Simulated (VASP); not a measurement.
# Cs (Im-3m) in VASP: settings compared, part 2 of 2

VASP 6.6.1. The steps go on from the part before.

## Step 3: Electric field gradients, r2SCAN

Contents of POSCAR:

```
Cs
1.0
   -3.1284650614      3.1284650614      3.1284650614
    3.1284650614     -3.1284650614      3.1284650614
    3.1284650614      3.1284650614     -3.1284650614
Cs
1
Direct
    0.0000000000      0.0000000000      0.0000000000
```

Contents of INCAR.step1:

```
SYSTEM = Cs
ALGO = Normal
EDIFF = 1E-4
ENCUT = 520
GGA = PE
ISMEAR = -1
LASPH = .TRUE.
LCHARG = .FALSE.
LREAL = .FALSE.
LWAVE = .TRUE.
NBANDS = 10
NELM = 80
PREC = Accurate
SIGMA = 0.03
```

Contents of INCAR.step2:

```
SYSTEM = Cs
ALGO = Normal
EDIFF = 1E-8
ENCUT = 520
ISIF = 2
ISMEAR = -1
ISTART = 1
LASPH = .TRUE.
LCHARG = .FALSE.
LEFG = .TRUE.
LMIXTAU = .TRUE.
LREAL = .FALSE.
LWAVE = .FALSE.
METAGGA = R2SCAN
NBANDS = 10
NELM = 80
PREC = Accurate
SIGMA = 0.03
```

Contents of KPOINTS:

```
k-points
0
G
  9 9 9
  0 0 0
```

Potentials or basis: VASP PAW PBE potentials, release 64 (Cs_sv).

On the command line:

```console
> cat potpaw_PBE.64/Cs_sv/POTCAR > POTCAR
> cp INCAR.step1 INCAR
> mpirun -np 1 vasp_std > vasp.out
> cp INCAR.step2 INCAR
> mpirun -np 1 vasp_std > vasp.out
```

OUTCAR:

```text
SYSTEM = Cs
   EDIFF = 1E-8
   ENCUT = 520
   ISIF = 2
   ISMEAR = -1
   ISTART = 1
   LASPH = .TRUE.
   LREAL = .FALSE.
   METAGGA = R2SCAN
   NELM = 80
   PREC = Accurate

 ion  position               nearest neighbor table
   1  0.000  0.000  0.000-

  LATTYP: Found a body centered cubic cell.
 ALAT       =     6.2569301228

  Lattice vectors:

 A1 = (  -3.1284650614,   3.1284650614,   3.1284650614)
 A2 = (   3.1284650614,  -3.1284650614,   3.1284650614)
 A3 = (   3.1284650614,   3.1284650614,  -3.1284650614)

Analysis of symmetry for initial positions (statically):
=====================================================================
 Subroutine PRICEL returns:
 Original cell was already a primitive cell.

 Routine SETGRP: Setting up the symmetry group for a
 body centered cubic supercell.

 Subroutine GETGRP returns: Found 48 space group operations
 (whereof 48 operations were pure point group operations)
[... 493 lines left out ...]
 -----------------------------------------------------------------------------
  energy-cutoff  :      520.00
  volume of cell :      122.48
      direct lattice vectors                 reciprocal lattice vectors
    -3.128465061  3.128465061  3.128465061     0.000000000  0.159822785  0.159822785
     3.128465061 -3.128465061  3.128465061     0.159822785  0.000000000  0.159822785
     3.128465061  3.128465061 -3.128465061     0.159822785  0.159822785  0.000000000

 POSITION                                       TOTAL-FORCE (eV/Angst)
 -----------------------------------------------------------------------------------
      0.00000      0.00000      0.00000         0.000000     -0.000000     -0.000000
 -----------------------------------------------------------------------------------
    total drift:                               -0.000000     -0.000000     -0.000000

  FREE ENERGIE OF THE ION-ELECTRON SYSTEM (eV)
  ---------------------------------------------------
  free  energy   TOTEN  =       -25.0227900283 eV

  energy  without entropy=      -25.0193426084  energy(sigma->0) =      -25.02106632

 Electric field gradients (V/A^2)
---------------------------------------------------------------------
 ion       V_xx      V_yy      V_zz      V_xy      V_xz      V_yz
---------------------------------------------------------------------
   1      -0.000     0.000    -0.000     0.000     0.000     0.000
---------------------------------------------------------------------

 Electric field gradients after diagonalization (V/A^2)
 (convention: |V_zz| > |V_xx| > |V_yy|)
----------------------------------------------------------------------
 ion       V_xx      V_yy      V_zz     asymmetry (V_yy - V_xx)/ V_zz
----------------------------------------------------------------------
   1      -0.000    -0.000     0.001       0.000
----------------------------------------------------------------------

           NMR quadrupolar parameters

 Cq : quadrupolar parameter    Cq=e*Q*V_zz/h
 eta: asymmetry parameters     (V_yy - V_xx)/ V_zz
 Q  : nuclear electric quadrupole moment in mb (millibarn)
----------------------------------------------------------------------
 ion       Cq(MHz)       eta       Q (mb)
----------------------------------------------------------------------
   1       0.000       0.000       1.000
----------------------------------------------------------------------
```

OUTCAR.step1:

```text
SYSTEM = Cs
   EDIFF = 1E-4
   ENCUT = 520
   GGA = PE
   ISMEAR = -1
   LASPH = .TRUE.
   LREAL = .FALSE.
[... 527 lines left out ...]
 -----------------------------------------------------------------------------------
      0.00000      0.00000      0.00000         0.000000     -0.000000      0.000000
 -----------------------------------------------------------------------------------
    total drift:                               -0.000000     -0.000000     -0.000000

  FREE ENERGIE OF THE ION-ELECTRON SYSTEM (eV)
  ---------------------------------------------------
  free  energy   TOTEN  =        -0.8526214918 eV

  energy  without entropy=       -0.8487832360  energy(sigma->0) =       -0.85070236
```

Run time: 3.4 min. Hardware: 1 thread of Intel Xeon Platinum 8375C at 2.90GHz (Ice Lake), shared host; peak memory 0.26 GiB.

What came out:

| Property | Result |
| --- | --- |
| Free energy | -25.0228 eV |
| Pressure | 0.0 GPa |
| Band gap on the k mesh | zero (an odd number of electrons rules out a gap without spin polarisation) |
| Largest electric field gradient by atom | under 0.05 V/Å² on every atom |

Levels at points of the mesh, in eV from the Fermi level:
```
           k point  band 3  band 4  band 5  band 6  band 7  band 8
(0.00, 0.00, 0.00)  -11.21  -11.21   -1.72    2.77    2.77    2.77
```

Caveat: the PAW data sets were made with another functional, which shifts forces and pressure a little; spin-orbit coupling is left out, which moves the levels of the heavy elements.

## Step 4: Electric field gradients, PBE, non-collinear spin, zero start, spin-orbit coupling

Contents of INCAR:

```
SYSTEM = Cs
PREC = Accurate ; ENCUT = 520
EDIFF = 1E-8 ; ISMEAR = -1
SIGMA = 0.03 ; LREAL = .False.
LASPH = .True. ; NELM = 150
ALGO = Normal ; ISIF = 2
LWAVE = .False. ; LCHARG = .False.
MAGMOM = 0 0 0 ; LORBIT = 11
LSORBIT = .True. ; GGA_COMPAT = .False.
LORBMOM = .True. ; GGA = PE
LEFG = .True. ; NBANDS = 20
```

Contents of KPOINTS:

```
Automatic mesh
0
Gamma
  9 9 9
  0 0 0
```

POSCAR is that of step 3.

Potentials or basis: VASP PAW PBE potentials, release 64 (Cs_sv).

On the command line:

```console
> cat potpaw_PBE.64/Cs_sv/POTCAR > POTCAR
> mpirun -np 1 vasp_ncl > vasp.out
```

OUTCAR:

```text
SYSTEM = Cs
   PREC = Accurate
   ENCUT = 520
   EDIFF = 1E-8
   ISMEAR = -1
   LREAL = .False.
   LASPH = .True.
   NELM = 150
   ISIF = 2
   LORBIT = 11
   LSORBIT = .True.
   GGA = PE

 ion  position               nearest neighbor table
   1  0.000  0.000  0.000-

  LATTYP: Found a body centered cubic cell.
 ALAT       =     6.2569301228

  Lattice vectors:

 A1 = (  -3.1284650614,   3.1284650614,   3.1284650614)
 A2 = (   3.1284650614,  -3.1284650614,   3.1284650614)
 A3 = (   3.1284650614,   3.1284650614,  -3.1284650614)

Analysis of symmetry for initial positions (statically):
=====================================================================
 Subroutine PRICEL returns:
 Original cell was already a primitive cell.

 Routine SETGRP: Setting up the symmetry group for a
 body centered cubic supercell.

 Subroutine GETGRP returns: Found 48 space group operations
 (whereof 48 operations were pure point group operations)
 out of a pool of 48 trial point group operations.

The static configuration has the point symmetry O_h .

Analysis of symmetry for dynamics (positions and initial velocities):
=====================================================================
 Subroutine PRICEL returns:
 Original cell was already a primitive cell.

[... 785 lines left out ...]
----------------------------------------------------------------------

 orbital moment (x)

 # of ion     p       d       tot
 ----------------------------------------
  1         0.000  -0.000  -0.000
 ----------------------------------------
            0.000  -0.000  -0.000

 orbital moment (y)

 # of ion     p       d       tot
 ----------------------------------------
  1         0.000   0.000   0.000
 ----------------------------------------
            0.000   0.000   0.000

 orbital moment (z)

 # of ion     p       d       tot
 ----------------------------------------
  1         0.000  -0.000  -0.000
 ----------------------------------------
            0.000  -0.000  -0.000

 Spin-Orbit-Coupling matrix elements

 Ion:    1  E_soc:     -0.3264573
 l=   1
     0.0000000    -0.0544074    -0.0544074
    -0.0544074     0.0000000    -0.0544074
    -0.0544074    -0.0544074     0.0000000
 l=   2
     0.0000000    -0.0000002     0.0000000    -0.0000002    -0.0000020
    -0.0000002     0.0000000    -0.0000015    -0.0000002    -0.0000005
     0.0000000    -0.0000015     0.0000000    -0.0000015     0.0000000
    -0.0000002    -0.0000002    -0.0000015     0.0000000    -0.0000005
    -0.0000020    -0.0000005     0.0000000    -0.0000005     0.0000000
 l=   3
     0.0000000     0.0000000     0.0000000     0.0000000     0.0000000     0.0000000     0.0000000
     0.0000000     0.0000000     0.0000000     0.0000000     0.0000000     0.0000000     0.0000000
     0.0000000     0.0000000     0.0000000     0.0000000     0.0000000     0.0000000     0.0000000
     0.0000000     0.0000000     0.0000000     0.0000000     0.0000000     0.0000000     0.0000000
     0.0000000     0.0000000     0.0000000     0.0000000     0.0000000     0.0000000     0.0000000
     0.0000000     0.0000000     0.0000000     0.0000000     0.0000000     0.0000000     0.0000000
     0.0000000     0.0000000     0.0000000     0.0000000     0.0000000     0.0000000     0.0000000

 total charge

# of ion       s       p       d       tot
------------------------------------------
    1        1.854   4.682   0.008   6.543

 magnetization (x)

# of ion       s       p       d       tot
------------------------------------------
    1        0.000  -0.000   0.000   0.000

 magnetization (y)

# of ion       s       p       d       tot
------------------------------------------
    1       -0.000   0.000   0.000  -0.000

 magnetization (z)

# of ion       s       p       d       tot
------------------------------------------
    1        0.000  -0.000   0.000  -0.000
```

stdout:

```text
POSCAR found type information on POSCAR Cs
 POSCAR found :  1 types and       1 ions
 scaLAPACK will be used
 LDA part: xc-table for (Slater+PW92), standard interpolation
 POSCAR, INCAR and KPOINTS ok, starting setup
 FFT: planning ... GRIDC
 FFT: planning ... GRID_SOFT
 FFT: planning ... GRID
 WAVECAR not read
 entering main loop
ion   1
```

Wall time 2.9 min (1 thread of Intel Xeon Platinum 8375C at 2.90GHz (Ice Lake), shared host); peak memory 0.54 GiB.

Results:

```
Free energy                                           : -1.0153 eV
Pressure                                              : -0.1 GPa
Net moment                                            : 0.00 μB per cell
Largest electric field gradient by atom               : under 0.05 V/Å² on every atom
Valence electrons inside the program's atomic spheres : Cs 6.54
```

Moments on the atoms (μB; x, y, z):
```
Cs  0.00 0.00 0.00
```

## Step 5: The runs side by side

```csv
level,spin,gap on the mesh (eV),pressure (GPa)
PBEsol,off,none,-0.2
r2SCAN,off,none,0.0
PBE,"non-collinear, zero start, SOC",-,-0.1
```

Alike in all rows: task electric field gradients; potentials or basis VASP PAW PBE potentials, release 64 (Cs_sv); cell as given; k mesh 9 × 9 × 9; cutoff (eV) 520; smearing fermi-dirac 0.03 eV.

Caveats: the PAW data sets were made with another functional, which shifts forces and pressure a little (at least some runs); spin-orbit coupling is left out, which moves the levels of the heavy elements (at least some runs).

Absolute energies hang on the potentials; compare differences alone.
